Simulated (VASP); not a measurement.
A run of VASP 6.6.1 is set up as follows.

INCAR

```
  PREC = Accurate
  ENCUT = 520
  EDIFF = 1E-7
  ISMEAR = 0
  SIGMA = 0.15
  LREAL = F
  LASPH = T
  NELM = 150
  ALGO = Normal
  ISIF = 2
  LWAVE = F
  LCHARG = F
  ISPIN = 2
  MAGMOM = 2.7 0.34
  LORBIT = 11
  LMAXMIX = 4
  GGA = PE
  NBANDS = 18
```

Contents of KPOINTS:

```
Automatic mesh
0
Gamma
  18 18 18
```

File POSCAR:

```
CoO
1.0
    1.5451331124      0.8920830184      2.2990762412
   -1.5451331124      0.8920830184      2.2990762412
    0.0000000000     -1.7841660368      2.2990762412
Co O
1 1
Direct
    0.0000000000      0.0000000000      0.0000000000
    0.5000000000      0.5000000000      0.5000000000
```

Potentials or basis: VASP PAW PBE potentials, release 64 (Co, O).

Launch:

```bash
$ cat potpaw_PBE.64/Co/POTCAR potpaw_PBE.64/O/POTCAR > POTCAR
$ mpirun -np 1 vasp_std > vasp.out
```

**Question.** Predict the net moment.

**Answer.** 2.83 μB per cell.

**Question.** Predict the pressure.

**Answer.** -0.6 GPa.

**Question.** What does it give for the site moments?

**Answer.** Co +2.50; O +0.28 μB.

Stress tensor (GPa, compression positive):
```
-0.87  0.00  0.00
 0.00 -0.87  0.00
 0.00  0.00 -0.21
```

Caveat: a cell with one magnetic atom can't hold antiferromagnetic order, which such compounds often take.
